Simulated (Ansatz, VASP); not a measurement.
# One calculation of NaTlS2, two programs

```
Na S Tl
1.0
     4.25324    0.00000    0.00000
     0.00000    4.25324    0.00000
     0.00000    0.00000   13.07756
Na S Tl
2 4 2
Cartesian
  2.1266 0.0000 11.5146
  0.0000 2.1266 1.5630
  2.1266 2.1266 0.0000
  0.0000 0.0000 3.5055
  2.1266 2.1266 6.5388
  0.0000 0.0000 9.5720
  2.1266 0.0000 4.8638
  0.0000 2.1266 8.2138
```

Alike in both runs: task single point; functional r2SCAN; k mesh 6 × 6 × 2; occupations fermi-dirac, width 0.02 eV; no spin polarisation.

```csv
,VASP,Ansatz
version,VASP 6.6.1,Ansatz 0.2.0
potentials or method,"VASP PAW PBE potentials, release 64 (Na_pv, S, Tl_d)","plane waves, PAW"
plane-wave cutoff (eV),520,500
valence electrons in the cell,64,68
```

```tsv
	VASP	Ansatz	Ansatz less VASP
pressure (GPa)	-0.1	0.0	+0.07
rms of the force components (eV/Å)	0.009	0.000	-0.0085
```

VASP's potentials were made for PBE, not for r2SCAN. VASP's potentials hold 64 valence electrons a cell and Ansatz's 68, so a difference there can come from the potentials and not from the codes.

Spin-orbit coupling is off throughout.
